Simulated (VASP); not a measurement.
## C: single point with LDA

Crystal: C.

```xyz
2
Lattice="0.0000 1.7834 1.7834 1.7834 0.0000 1.7834 1.7834 1.7834 0.0000" Properties=species:S:1:pos:R:3 pbc="T T T"
C     0.0000    0.0000    0.0000
C     0.8917    0.8917    0.8917
```

```json
{"Program": "VASP 6.6.1", "Task": "single point", "Functional": "LDA", "Potentials or basis": "VASP PAW LDA potentials, release 64 (C)", "Cutoff": "520 eV", "k mesh": "7 × 7 × 7", "Occupations": "gaussian, width 0.01 eV", "Spin": "no spin polarisation"}
```

| Item | Value |
| --- | --- |
| Pressure | -11.6 GPa |
| Band gap on the k mesh | 4.22 eV, indirect (least direct gap 5.54 eV) |

Levels at points of the mesh, in eV from the valence-band top:
```
           k point  band 2  band 3  band 4  band 5  band 6  band 7
(0.00, 0.00, 0.00)    0.00    0.00    0.00    5.54    5.54    5.54
```

Wall time 4.3 s on 1 thread of AMD EPYC 7R43 64-Core Processor (Zen 3) (shared host), peak memory 0.08 GiB.

Caveat: the k points lie up to 0.44 Å⁻¹ apart. A k mesh can miss the band edges.
